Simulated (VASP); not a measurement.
# Ta3AsAu2O13 (P1) in VASP: settings compared

The runs below take Ta3AsAu2O13 through relaxation of cell and atoms, single point, with PBE, RPBE, revPBE, PBEsol.

Everything below comes from runs of VASP 6.6.1. Logs are shortened: lines on timing, memory, paths and dates and some standing lists are left out, and cuts for length are marked.

## Step 1: The cell of the first run

The typed cell holds 19 atoms: a = 5.724 Å, b = 6.389 Å, c = 8.473 Å, α = 80.92°, β = 88.19°, γ = 78.31°.

## Step 2: Relaxation of cell and atoms, PBE

Contents of INCAR:

```
SYSTEM = Ta3AsAu2O13
  ALGO = Normal
  EDIFF = 1E-6
  EDIFFG = -0.005
  ENCUT = 600
  GGA = PE
  IBRION = 2
  ISIF = 3
  ISMEAR = -1
  KPAR = 4
  LASPH = .TRUE.
  LCHARG = .FALSE.
  LREAL = .FALSE.
  LWAVE = .FALSE.
  NELM = 100
  NSW = 40
  PREC = Accurate
  SIGMA = 0.05
```

Contents of KPOINTS:

```
k-points
0
G
  5 5 4
  0 0 0
```

Contents of POSCAR:

```
Ta3AsAu2O13
1.0
    5.7238600000      0.0000000000      0.0000000000
    1.2946400000      6.2566800000      0.0000000000
    0.2681600000      1.3098200000      8.3663700000
Ta As Au O
3 1 2 13
Direct
    0.2171300000      0.3052100000      0.5843100000
    0.0332500000      0.1112300000      0.9985500000
    0.5824800000      0.6214500000      0.5048200000
    0.5870700000      0.8969100000      0.8304900000
    0.5800400000      0.0922800000      0.1861300000
    0.0448500000      0.8207700000      0.4468200000
    0.6620100000      0.6972600000      0.7108800000
    0.5163200000      0.1341800000      0.6962500000
    0.8509800000      0.8877300000      0.9193200000
    0.3446600000      0.8700300000      0.9465100000
    0.7301500000      0.2924000000      0.0309500000
    0.2462200000      0.2180900000      0.1107500000
    0.1290000000      0.0939800000      0.4910400000
    0.4803200000      0.3888700000      0.4349900000
    0.0596600000      0.2668500000      0.7859400000
    0.9333000000      0.5324000000      0.4564500000
    0.4997500000      0.8516100000      0.3497100000
    0.2525600000      0.6298800000      0.6247300000
    0.9187800000      0.9517500000      0.2263600000
```

Potentials or basis: VASP PAW PBE potentials, release 64 (Ta_pv, As, Au, O).

Started as:

```sh
cat potpaw_PBE.64/Ta_pv/POTCAR potpaw_PBE.64/As/POTCAR potpaw_PBE.64/Au/POTCAR potpaw_PBE.64/O/POTCAR > POTCAR
mpirun -np 4 vasp_std > vasp.out
```

OUTCAR:

```text
SYSTEM = Ta3AsAu2O13
   EDIFF = 1E-6
   EDIFFG = -0.005
   ENCUT = 600
   GGA = PE
   IBRION = 2
   ISIF = 3
   ISMEAR = -1
   LASPH = .TRUE.
   LREAL = .FALSE.
   NELM = 100
   NSW = 40
   PREC = Accurate

 ion  position               nearest neighbor table
   1  0.217  0.305  0.584-  13 1.83  15 1.91   8 2.01  14 2.04  16 2.14  18 2.20   3 3.18   6 3.27

   2  0.033  0.111  0.999-  12 1.86  11 1.92  15 1.93   9 2.13  19 2.18  10 2.19   5 3.01   5 3.53

   3  0.582  0.621  0.505-  17 1.81  14 1.88   7 1.97  16 2.02  18 2.11   6 3.11   6 3.15   1 3.18

   4  0.587  0.897  0.830-   9 1.70  10 1.70   8 1.73   7 1.73
   5  0.580  0.092  0.186-  19 1.98  11 1.99  12 2.00  17 2.02   2 3.01   6 3.50   2 3.53
   6  0.045  0.821  0.447-  13 1.99  19 2.01  18 2.03  16 2.06  17 2.74   3 3.11   3 3.15   1 3.27
                             5 3.50
   7  0.662  0.697  0.711-   4 1.73   3 1.97
   8  0.516  0.134  0.696-   4 1.73   1 2.01
   9  0.851  0.888  0.919-   4 1.70   2 2.13
  10  0.345  0.870  0.947-   4 1.70   2 2.19
  11  0.730  0.292  0.031-   2 1.92   5 1.99
  12  0.246  0.218  0.111-   2 1.86   5 2.00
  13  0.129  0.094  0.491-   1 1.83   6 1.99
  14  0.480  0.389  0.435-   3 1.88   1 2.04
  15  0.060  0.267  0.786-   1 1.91   2 1.93
  16  0.933  0.532  0.456-   3 2.02   6 2.06   1 2.14
  17  0.500  0.852  0.350-   3 1.81   5 2.02   6 2.74
  18  0.253  0.630  0.625-   6 2.03   3 2.11   1 2.20
  19  0.919  0.952  0.226-   5 1.98   6 2.01   2 2.18

  LATTYP: Found a triclinic cell.
 ALAT       =     6.3892204025
 B/A-ratio  =     1.1997974441
 C/A-ratio  =     1.8521233300
 COS(alpha) =     0.0115988810
 COS(beta)  =     0.5249493820
 COS(gamma) =     0.6821756151

  Lattice vectors:

 A1 = (  -1.2946400000,  -6.2566800000,   0.0000000000)
 A2 = (   4.4292200000,  -6.2566800000,   0.0000000000)
 A3 = (  -6.7503400000,  -4.9468600000,   8.3663700000)

Analysis of symmetry for initial positions (statically):
=====================================================================
 Subroutine PRICEL returns:
 Original cell was already a primitive cell.

 Routine SETGRP: Setting up the symmetry group for a
 triclinic supercell.

 Subroutine GETGRP returns: Found  1 space group operations
 (whereof  1 operations were pure point group operations)
 out of a pool of  2 trial point group operations.

The static configuration has the point symmetry C_1 .

Analysis of symmetry for dynamics (positions and initial velocities):
=====================================================================
 Subroutine PRICEL returns:
 Original cell was already a primitive cell.

 Routine SETGRP: Setting up the symmetry group for a
 triclinic supercell.

 Subroutine GETGRP returns: Found  1 space group operations
[... 162 lines left out ...]
   GGA     = PE    functional components
   LHFCALC =     F    Hartree Fock is set to
   AEXX    =    0.0000 exact exchange contribution
   IVDW    =     0    specifies the selected vdW correction
   LEPSILON=     F    determine dielectric tensor
   LRPA    =     F    only Hartree local field effects (RPA)
 conjugate gradient relaxation of ions
 non-spin polarized calculation
  energy-cutoff  :      600.00
  volume of cell :      299.62
 maximum number of plane-waves:     10027
 NGX is ok and might be reduce to    48
   NGX = 23   NGY = 25   NGZ = 33

--------------------------------------- Ionic step        1  -------------------------------------------

 number of electron     137.9999998 magnetization

 Free energy of the ion-electron system (eV)
  ---------------------------------------------------
  ext. energy  EPLUGINS =         0.00000000
  ---------------------------------------------------
  free energy    TOTEN  =      -142.68951832 eV

  energy without entropy =     -142.68951521  energy(sigma->0) =     -142.68951676

------------------------ aborting loop because EDIFF is reached ----------------------------------------

  FORCE on cell =-STRESS in cart. coord.  units (eV):
  Direction    XX          YY          ZZ          XY          YZ          ZX
  --------------------------------------------------------------------------------------
  -------------------------------------------------------------------------------------
  Total        1.5876980      1.2245422      1.2885388      0.1337437     -0.0330735      0.0235768
  in kB        8.4900150      6.5480852      6.8902991      0.7151776     -0.1768562      0.1260739
  external PRESSURE =       7.3094664 kB  Pullay stress =       0.0000000 kB
[... 140 lines left out ...]
  FREE ENERGIE OF THE ION-ELECTRON SYSTEM (eV)
  ---------------------------------------------------
  free  energy   TOTEN  =      -142.6962548881 eV

  energy  without entropy=     -142.6962511720  energy(sigma->0) =     -142.69625303

[... ionic steps 4 to 31 ...]

--------------------------------------- Ionic step       32  -------------------------------------------

 number of electron     137.9999996 magnetization

------------------------ aborting loop because EDIFF is reached ----------------------------------------
[... 101 lines left out ...]
--------------------------------------- Ionic step       34  -------------------------------------------

 number of electron     137.9999996 magnetization

 Free energy of the ion-electron system (eV)
  ---------------------------------------------------
  ext. energy  EPLUGINS =         0.00000000
  ---------------------------------------------------
  free energy    TOTEN  =      -142.69846787 eV

  energy without entropy =     -142.69846462  energy(sigma->0) =     -142.69846625

 E-fermi :   1.2794     XC(G=0):  -9.2133

 val. band max:        0.6360673923   @ k =   0.4000   0.0000   0.0000
 cond. band min:       1.8976148572   @ k =   0.0000   0.4000  -0.0000
 fundamental gap:      1.2615474648
 Fermi energy:         1.2793510515

 k-point     1 :       0.0000    0.0000    0.0000
  band No.  band energies     occupation
      1     -34.3157      2.00000
      2     -34.1913      2.00000
      3     -34.0684      2.00000
      4     -34.0170      2.00000
      5     -33.9990      2.00000
      6     -33.9438      2.00000
[... 2005 lines left out ...]
     80       5.7069      0.00000
     81       6.0751      0.00000

 [... further k-points ...]

 [bands above 81 left out]

------------------------ aborting loop because EDIFF is reached ----------------------------------------

  FORCE on cell =-STRESS in cart. coord.  units (eV):
  Direction    XX          YY          ZZ          XY          YZ          ZX
  --------------------------------------------------------------------------------------
  -------------------------------------------------------------------------------------
  Total        0.0044233      0.0056373     -0.0071536      0.0164665     -0.0053617      0.0126054
  in kB        0.0236725      0.0301697     -0.0382842      0.0881249     -0.0286948      0.0674615
  external PRESSURE =       0.0051860 kB  Pullay stress =       0.0000000 kB
[... 34 lines left out ...]
  FREE ENERGIE OF THE ION-ELECTRON SYSTEM (eV)
  ---------------------------------------------------
  free  energy   TOTEN  =      -142.6984678724 eV

  energy  without entropy=     -142.6984646182  energy(sigma->0) =     -142.69846625

 reached required accuracy - stopping structural energy minimisation
```

CONTCAR:

```text
Ta3AsAu2O13
   1.00000000000000
     5.7297645200546254    0.0052163813517634    0.0005939711096967
     1.3016764499359101    6.2527949029843972    0.0010124163841486
     0.2705045692108102    1.3101843472925465    8.3578570307088693
  Ta              As              Au              O
     3     1     2    13
Direct
     0.2172162823592140    0.3052966780544727    0.5838390914743857
     0.0328820689179485    0.1114764600086302    0.9990061645705990
     0.5829252566445928    0.6204916422382875    0.5043408083841751
     0.5876852299599147    0.8962475580982601    0.8313436900575824
     0.5790128354501298    0.0937956496461051    0.1862211814629807
     0.0447724209067643    0.8206097323532876    0.4466703778464173
[... 11 lines left out ...]
     0.2530840691632146    0.6291008171663361    0.6248542994109909
     0.9181985395808940    0.9524522174836308    0.2263634891844673

  0.00000000E+00  0.00000000E+00  0.00000000E+00
  0.00000000E+00  0.00000000E+00  0.00000000E+00
  0.00000000E+00  0.00000000E+00  0.00000000E+00
  0.00000000E+00  0.00000000E+00  0.00000000E+00
  0.00000000E+00  0.00000000E+00  0.00000000E+00
  0.00000000E+00  0.00000000E+00  0.00000000E+00
[... 11 lines left out ...]
  0.00000000E+00  0.00000000E+00  0.00000000E+00
  0.00000000E+00  0.00000000E+00  0.00000000E+00
```

Wall time 88 min (4 MPI ranks of Intel Xeon Platinum 8375C at 2.90GHz (Ice Lake), shared host); peak memory 1.4 GiB.

Results:

* Free energy: -142.6985 eV
* Relaxed volume: 15.76 Å³/atom
* Relaxed cell: a = 5.730 Å, b = 6.387 Å, c = 8.464 Å, α = 80.90°, β = 88.15°, γ = 78.19°
* Space group after relaxing (to 0.1 Å): P1 (No. 1)
* Energy gained by relaxing: 0.5 meV/atom
* Ionic steps: 34
* Pressure after relaxing: 0.0 GPa
* Largest force after relaxing: 0.004 eV/Å
* Band gap on the k mesh: 1.26 eV (least direct gap 1.32 eV)

Forces on the atoms (eV/Å):
```
Ta   0.001 -0.003  0.001
Ta   0.004  0.001  0.000
Ta  -0.001  0.001  0.000
As  -0.002  0.001  0.000
Au  -0.004  0.000  0.000
Au   0.000  0.000  0.001
O   -0.001  0.000  0.003
O    0.000  0.001  0.000
O    0.001  0.000  0.000
O    0.001 -0.001  0.001
O    0.000  0.001 -0.002
O   -0.001  0.001  0.000
O   -0.001  0.000 -0.002
O    0.000  0.001  0.000
O    0.000  0.001  0.001
O    0.001 -0.002 -0.003
O    0.001 -0.001 -0.001
O    0.001 -0.001  0.000
O    0.000  0.000  0.001
```

Step by step:
| step | energy change (eV) | largest force (eV/Å) | pressure (GPa) | volume (Å³) |
| --- | --- | --- | --- | --- |
| 1 | 0.0000 | 0.3593 | 0.73 | 299.62 |
| 2 | 0.0228 | 0.7486 | -1.74 | 302.75 |
| 3 | -0.0067 | 0.1466 | -0.09 | 300.62 |
| 4 | -0.0069 | 0.2465 | -0.08 | 300.54 |
| 5 | -0.0076 | 0.0757 | -0.08 | 300.58 |
| 6 | -0.0080 | 0.0559 | -0.01 | 300.28 |
| 7 | -0.0080 | 0.0543 | 0.00 | 300.30 |
| 8 | -0.0082 | 0.0517 | 0.00 | 300.12 |
| 9 | -0.0082 | 0.0478 | 0.00 | 300.13 |
| 10 | -0.0084 | 0.0319 | -0.02 | 300.00 |
| 11 | -0.0084 | 0.0606 | -0.03 | 299.89 |
| 12 | -0.0085 | 0.0446 | -0.02 | 299.94 |
| 13 | -0.0086 | 0.0297 | -0.01 | 299.78 |
| 14 | -0.0086 | 0.0363 | 0.00 | 299.73 |
| 15 | -0.0087 | 0.0281 | 0.01 | 299.58 |
| 16 | -0.0087 | 0.0284 | 0.02 | 299.51 |
| 17 | -0.0088 | 0.0151 | 0.00 | 299.48 |
| 18 | -0.0088 | 0.0167 | -0.01 | 299.47 |
| 19 | -0.0088 | 0.0129 | 0.01 | 299.42 |
| 20 | -0.0088 | 0.0146 | 0.01 | 299.41 |
| 21 | -0.0089 | 0.0166 | 0.02 | 299.39 |
| 22 | -0.0089 | 0.0189 | 0.02 | 299.39 |
| 23 | -0.0089 | 0.0090 | 0.00 | 299.41 |
| 24 | -0.0089 | 0.0153 | 0.01 | 299.42 |
| 25 | -0.0089 | 0.0090 | -0.02 | 299.46 |
| 26 | -0.0089 | 0.0085 | -0.02 | 299.46 |
| 27 | -0.0089 | 0.0102 | 0.01 | 299.42 |
| 28 | -0.0089 | 0.0088 | 0.00 | 299.43 |
| 29 | -0.0089 | 0.0092 | 0.00 | 299.43 |
| 30 | -0.0089 | 0.0051 | 0.00 | 299.42 |
| 31 | -0.0089 | 0.0087 | 0.00 | 299.41 |
| 32 | -0.0089 | 0.0061 | -0.01 | 299.40 |
| 33 | -0.0089 | 0.0068 | 0.00 | 299.39 |
| 34 | -0.0089 | 0.0037 | 0.00 | 299.37 |

Final structure:
```xyz
19
Lattice="5.7298 0.0052 0.0006 1.3017 6.2528 0.0010 0.2705 1.3102 8.3579" Properties=species:S:1:pos:R:3 pbc="T T T"
Ta    1.7999    2.6750    4.8801
Ta    0.6037    2.0061    8.3497
Ta    4.2841    4.5436    4.2162
As    4.7588    6.6963    6.9495
Au    3.4901    0.8335    1.5568
Au    1.4455    5.7166    3.7341
O     4.8972    5.2864    5.9411
O     3.3260    1.7591    5.8189
O     6.2920    6.7521    7.6935
O     3.3582    6.6811    7.9256
O     4.5674    1.8837    0.2557
O     1.7222    1.5240    0.9291
O     0.9940    1.2251    4.1050
O     3.3724    2.9977    3.6226
O     0.8986    2.6978    6.5682
O     6.1657    3.9284    3.8099
O     4.0661    5.7888    2.9209
O     2.4380    4.7536    5.2232
O     6.5621    6.2569    1.8934
```

Levels at points of the mesh, in eV from the valence-band top:
| k point | band 66 | band 67 | band 68 | band 69 | band 70 | band 71 | band 72 | band 73 |
| --- | --- | --- | --- | --- | --- | --- | --- | --- |
| (0.00, 0.00, 0.00) | -0.76 | -0.54 | -0.24 | -0.08 | 1.43 | 2.31 | 2.89 | 3.46 |
| (0.00, 0.00, 0.50) | -0.73 | -0.54 | -0.30 | -0.06 | 1.42 | 2.36 | 2.96 | 3.40 |

Caveat: spin-orbit coupling is left out, which moves the levels of the heavy elements; an odd mesh through Γ misses points on the zone boundary, where band edges can lie.

(Continued in part 2 of 2.)
